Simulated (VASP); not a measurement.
# Zr (C2/c) in VASP: notebook, part 2 of 2

VASP 6.6.1. The steps go on from the part before.

### 4 Single point, PBEsol (strain +0.0225 x Voigt [0, 0, 0, 0, 1, 0])

Contents of INCAR:

```
SYSTEM = Zr
PREC = Accurate
ENCUT = 520
EDIFF = 1E-6
ISMEAR = 0
SIGMA = 0.15
LREAL = .FALSE.
LASPH = .TRUE.
NELM = 60
ALGO = Fast
ISIF = 2
LWAVE = .FALSE.
LCHARG = .FALSE.
GGA = PS
NBANDS = 19
```

Contents of KPOINTS:

```
regular mesh
0
G
  18 18 10
  0 0 0
```

Contents of POSCAR:

```
Zr
1.0
    3.2319982225      0.0000000000      0.0363599800
   -1.6159991112      2.7989925657     -0.0181799900
    0.0579037500      0.0000000000      5.1470000000
Zr
2
Direct
    0.3333333333      0.6666666667      0.2500000000
    0.6666666667      0.3333333333      0.7500000000
```

Potentials or basis: VASP PAW PBE potentials, release 64 (Zr_sv).

Command:

```
cat potpaw_PBE.64/Zr_sv/POTCAR > POTCAR
mpirun -np 1 vasp_std > vasp.out
```

OUTCAR:

```text
SYSTEM = Zr
   PREC = Accurate
   ENCUT = 520
   EDIFF = 1E-6
   ISMEAR = 0
   LREAL = .FALSE.
   LASPH = .TRUE.
   NELM = 60
   ISIF = 2
   GGA = PS

 ion  position               nearest neighbor table
   1  0.333  0.667  0.250-   2 3.15   2 3.15   2 3.18   2 3.18   2 3.21   2 3.21
   2  0.667  0.333  0.750-   1 3.15   1 3.15   1 3.18   1 3.18   1 3.21   1 3.21

  LATTYP: Found a base centered monoclinic cell.
 ALAT       =     3.2322027409
 B/A-ratio  =     1.7319412116
 C/A-ratio  =     1.5925132521
 COS(beta)  =    -0.0224971527

  Lattice vectors:

 A1 = (  -1.6159991112,   2.7989925657,  -0.0181799900)
 A2 = (  -1.6159991113,  -2.7989925657,  -0.0181799900)
 A3 = (   0.0579037500,   0.0000000000,   5.1470000000)

Analysis of symmetry for initial positions (statically):
=====================================================================
 Subroutine PRICEL returns:
 Original cell was already a primitive cell.

 Routine SETGRP: Setting up the symmetry group for a
 base centered monoclinic supercell.

 Subroutine GETGRP returns: Found  4 space group operations
 (whereof  2 operations were pure point group operations)
 out of a pool of  4 trial point group operations.

The static configuration has the point symmetry S_2 .
 The point group associated with its full space group is C_2h.

Analysis of symmetry for dynamics (positions and initial velocities):
=====================================================================
 Subroutine PRICEL returns:
 Original cell was already a primitive cell.

 Routine SETGRP: Setting up the symmetry group for a
 base centered monoclinic supercell.

 Subroutine GETGRP returns: Found  4 space group operations
 (whereof  2 operations were pure point group operations)
 out of a pool of  4 trial point group operations.

The dynamic configuration has the point symmetry S_2 .
 The point group associated with its full space group is C_2h.

[... 107 lines left out ...]
   TEBEG  =    0.0;   TEEND  =   0.0 temperature during run
   PSTRESS=    0.0 pullay stress
   NELECT =      24.0000    total number of electrons
   NUPDOWN=      -1.0000    fix difference up-down
   EMIN   =  10.00;   EMAX   =-10.00  energy-range for DOS
   EFERMI =   0.00;   METHOD = LEGACY
   ISMEAR =     0;   SIGMA  =   0.15  broadening in eV -4-tet -1-fermi 0-gaus
   EFERMI_NEDOS =   21; number of points for ismear=-14 and -15
   IALGO  =     68    algorithm
   IMIX   =      4    mixing-type and parameters
     AMIX     =   0.40;   BMIX     =  1.00
     AMIX_MAG =   1.60;   BMIX_MAG =  1.00
  volume/ion in A,a.u.               =      23.28       157.09
  Fermi-wavevector in a.u.,A,eV,Ry     =   1.312667  2.480581 23.444125  1.723095
  Thomas-Fermi vector in A             =   2.443043
   LORBIT       =      0    0 simple, 1 ext, 2 COOP (PROOUT), +10 PAW based schemes
   GGA     = PS    functional components
   LHFCALC =     F    Hartree Fock is set to
   AEXX    =    0.0000 exact exchange contribution
   IVDW    =     0    specifies the selected vdW correction
   LEPSILON=     F    determine dielectric tensor
   LRPA    =     F    only Hartree local field effects (RPA)
 non-spin polarized calculation
 RMM-DIIS sequential band-by-band and
 Gauss-broadening in eV      SIGMA  =   0.15
  energy-cutoff  :      520.00
  volume of cell :       46.56
 maximum number of plane-waves:      1279
   NGX = 13   NGY = 13   NGZ = 19

 number of electron      24.0000000 magnetization

 Free energy of the ion-electron system (eV)
  ---------------------------------------------------
  ext. energy  EPLUGINS =         0.00000000
  ---------------------------------------------------
  free energy    TOTEN  =       -18.15553044 eV

  energy without entropy =      -18.13222430  energy(sigma->0) =      -18.14387737

 E-fermi :   8.8610     XC(G=0): -11.2027

 val. band max:        8.8588411293   @ k =   0.3889   0.2778   0.5000
 cond. band min:       8.8622522905   @ k =   0.2222   0.2222   0.4000
 fundamental gap:      0.0034111612
 Fermi energy:         8.8609674854

 k-point     1 :       0.0000    0.0000    0.0000
  band No.  band energies     occupation
      1     -39.8689      2.00000
      2     -39.7121      2.00000
      3     -18.4246      2.00000
      4     -17.5451      2.00000
      5     -17.5442      2.00000
      6     -17.4119      2.00000
[... 505 lines left out ...]
      6     -17.6492      2.00000
[... 11 lines left out ...]
     18      12.0016      0.00000
     19      13.8866      0.00000

 [... further k-points ...]
[... 5 lines left out ...]
  --------------------------------------------------------------------------------------
  -------------------------------------------------------------------------------------
  Total       -0.9815721     -0.9984576     -0.8550645     -0.0000000      0.0000000     -0.1576608
  in kB      -33.7800842    -34.3611861    -29.4264187     -0.0000000      0.0000000     -5.4257809
  external PRESSURE =     -32.5225630 kB  Pullay stress =       0.0000000 kB

 VOLUME and BASIS-vectors are now :
 -----------------------------------------------------------------------------
  energy-cutoff  :      520.00
  volume of cell :       46.56
      direct lattice vectors                 reciprocal lattice vectors
     3.231998223  0.000000000  0.036359980     0.309445275  0.178635701 -0.003481259
    -1.615999111  2.798992566 -0.018179990     0.000000000  0.357271403  0.000000000
     0.057903750  0.000000000  5.147000000    -0.002186016  0.000000000  0.194312527

 POSITION                                       TOTAL-FORCE (eV/Angst)
 -----------------------------------------------------------------------------------
      0.01448      1.86600      1.28675         0.000000      0.001475     -0.000000
      1.65943      0.93300      3.87843        -0.000000     -0.001475      0.000000
 -----------------------------------------------------------------------------------
    total drift:                                0.000000     -0.000000      0.000000

  FREE ENERGIE OF THE ION-ELECTRON SYSTEM (eV)
  ---------------------------------------------------
  free  energy   TOTEN  =       -18.1555304436 eV

  energy  without entropy=      -18.1322243029  energy(sigma->0) =      -18.14387737
```

stdout:

```text
POSCAR found type information on POSCAR Zr
 POSCAR found :  1 types and       2 ions
 scaLAPACK will be used
 -----------------------------------------------------------------------------
|                                                                             |
|                                                                             |
|     You enforced a specific xc type in the INCAR file but a different       |
[... 43 lines left out ...]
WARNING in EDDRMM: call to ZHEGV failed, returncode =   8  4      7
WARNING in EDDRMM: call to ZHEGV failed, returncode =   8  4     17
WARNING in EDDRMM: call to ZHEGV failed, returncode =   8  4      4
WARNING in EDDRMM: call to ZHEGV failed, returncode =   8  4      4
WARNING in EDDRMM: call to ZHEGV failed, returncode =   6  3      9
WARNING in EDDRMM: call to ZHEGV failed, returncode =   6  3      5
WARNING in EDDRMM: call to ZHEGV failed, returncode =   8  4     16
```

Wall time 5.3 min (1 thread of Intel Xeon 6975P-C (Granite Rapids), shared host); peak memory 0.66 GiB.

What came out:

```
Free energy            : -18.1555 eV
Pressure               : -3.3 GPa
Band gap on the k mesh : zero (bands 12 and 13 overlap by 1.22 eV)
```

Caveat: the cell differs from its parent crystal (strain +0.0225 x Voigt [0, 0, 0, 0, 1, 0]); the cell stands under tension; the PAW data sets were made with another functional, which shifts forces and pressure a little.

### 5 Single point, PBEsol (strain +0.0075 x Voigt [0, 0, 0, 0, 1, 0])

Contents of INCAR:

```
ALGO = Fast
EDIFF = 1E-6
ENCUT = 520
GGA = PS
ISIF = 2
ISMEAR = 0
LASPH = T
LCHARG = F
LREAL = F
LWAVE = F
NBANDS = 19
NELM = 100
PREC = Accurate
SIGMA = 0.15
```

Contents of KPOINTS:

```
k-points
0
Gamma
  18 18 10
```

Contents of POSCAR:

```
Zr
1.0
    3.2319982225      0.0000000000      0.0121199933
   -1.6159991112      2.7989925657     -0.0060599967
    0.0193012500      0.0000000000      5.1470000000
Zr
2
Direct
    0.3333333333      0.6666666667      0.2500000000
    0.6666666667      0.3333333333      0.7500000000
```

Command:

```
cat potpaw_PBE.64/Zr_sv/POTCAR > POTCAR
mpirun -np 1 vasp_std > vasp.out
```

Wall time 5.2 min (1 thread of Intel Xeon 6975P-C (Granite Rapids), shared host); peak memory 0.66 GiB.

It converged, with:

* Free energy: -18.1570 eV
* Pressure: -3.3 GPa
* Band gap on the k mesh: zero (bands 12 and 13 overlap by 1.20 eV)

Stress tensor (GPa, compression positive):
```
-3.40  0.00 -0.18
 0.00 -3.40  0.00
-0.18  0.00 -2.95
```

Levels at points of the mesh, in eV from the Fermi level:
```
           k point  band 10  band 11  band 12  band 13  band 14  band 15
(0.00, 0.00, 0.00)    -3.04     0.86     0.86     1.01     1.19     1.55
(0.50, 0.00, 0.00)    -2.52    -2.14    -0.20     0.52     0.78     1.47
(0.00, 0.50, 0.00)    -2.52    -2.14    -0.20     0.52     0.78     1.47
(0.00, 0.00, 0.50)    -3.96     0.05     0.05     0.76     0.76     0.77
(0.50, 0.00, 0.50)    -2.87    -1.07    -1.04     1.60     1.67     2.20
(0.00, 0.50, 0.50)    -2.87    -1.05    -1.05     1.64     1.64     2.21
```

Caveat: the cell differs from its parent crystal (strain +0.0075 x Voigt [0, 0, 0, 0, 1, 0]); the cell stands under tension; the PAW data sets were made with another functional, which shifts forces and pressure a little.

### 6 Single point, PBEsol (strain +0.0375 x Voigt [0, 0, 0, 0, 1, 0])

Contents of INCAR:

```
SYSTEM = Zr
  ALGO = Fast
  EDIFF = 1E-6
  ENCUT = 520
  GGA = PS
  ISIF = 2
  ISMEAR = 0
  LASPH = .TRUE.
  LCHARG = .TRUE.
  LELF = .TRUE.
  LREAL = .FALSE.
  LVHAR = .TRUE.
  LWAVE = .FALSE.
  NBANDS = 19
  NELM = 80
  PREC = Accurate
  SIGMA = 0.15
```

Contents of KPOINTS:

```
k-points
0
G
  18 18 10
  0 0 0
```

Contents of POSCAR:

```
Zr
1.0
    3.2319982225      0.0000000000      0.0605999667
   -1.6159991112      2.7989925657     -0.0302999833
    0.0965062500      0.0000000000      5.1470000000
Zr
2
Direct
    0.3333333333      0.6666666667      0.2500000000
    0.6666666667      0.3333333333      0.7500000000
```

Potentials or basis: VASP PAW PBE potentials, release 64 (Zr_sv).

Command:

```
cat potpaw_PBE.64/Zr_sv/POTCAR > POTCAR
mpirun -np 1 vasp_std > vasp.out
```

Wall time 20 min (1 thread of Oxide Virtual Turin-like, shared host); peak memory 0.63 GiB.

The run converged. Its results:

- Free energy: -18.1526 eV
- Pressure: -3.3 GPa
- Largest force: 0.004 eV/Å
- Band gap on the k mesh: zero (bands 12 and 13 overlap by 1.25 eV)

Forces on the atoms (eV/Å):
```
Zr   0.000  0.004  0.000
Zr   0.000 -0.004  0.000
```

Stress tensor (GPa, compression positive):
```
-3.34  0.00 -0.91
 0.00 -3.50  0.00
-0.91  0.00 -2.92
```

Levels at points of the mesh, in eV from the Fermi level:
| k point | band 9 | band 10 | band 11 | band 12 | band 13 | band 14 | band 15 | band 16 |
| --- | --- | --- | --- | --- | --- | --- | --- | --- |
| (0.00, 0.00, 0.00) | -5.66 | -3.03 | 0.87 | 0.87 | 1.00 | 1.20 | 1.55 | 1.56 |
| (0.50, 0.00, 0.00) | -2.56 | -2.51 | -2.13 | -0.19 | 0.51 | 0.76 | 1.54 | 4.93 |
| (0.00, 0.50, 0.00) | -2.55 | -2.51 | -2.13 | -0.20 | 0.47 | 0.79 | 1.55 | 4.93 |
| (0.00, 0.00, 0.50) | -3.95 | -3.95 | 0.04 | 0.04 | 0.76 | 0.76 | 0.81 | 0.81 |
| (0.50, 0.00, 0.50) | -2.88 | -2.85 | -1.11 | -0.98 | 1.49 | 1.81 | 2.17 | 2.26 |
| (0.00, 0.50, 0.50) | -2.87 | -2.87 | -1.05 | -1.05 | 1.65 | 1.65 | 2.22 | 2.22 |

Caveat: the cell differs from its parent crystal (strain +0.0375 x Voigt [0, 0, 0, 0, 1, 0]); the cell stands under tension; the PAW data sets were made with another functional, which shifts forces and pressure a little.

### 7 Summary

```tsv
cell	gap on the mesh (eV)	pressure (GPa)
a = 3.232, b = 3.232, c = 5.148 Å, angles 89.1, 91.7, 120.0°, 2 atoms	none	-3.3
a = 3.232, b = 3.232, c = 5.147 Å, angles 90.4, 89.1, 120.0°, 2 atoms	none	-3.3
a = 3.232, b = 3.232, c = 5.147 Å, angles 90.6, 88.7, 120.0°, 2 atoms	none	-3.3
a = 3.232, b = 3.232, c = 5.147 Å, angles 90.2, 89.6, 120.0°, 2 atoms	none	-3.3
a = 3.233, b = 3.232, c = 5.148 Å, angles 91.1, 87.9, 120.0°, 2 atoms	none	-3.3
```

Alike in all rows: task single point; level PBEsol; potentials or basis VASP PAW PBE potentials, release 64 (Zr_sv); no spin polarisation; k mesh 18 × 18 × 10; cutoff (eV) 520; smearing gaussian 0.15 eV.

Caveats: the cell stands under tension; the PAW data sets were made with another functional, which shifts forces and pressure a little.

Absolute energies hang on the potentials; compare differences alone.
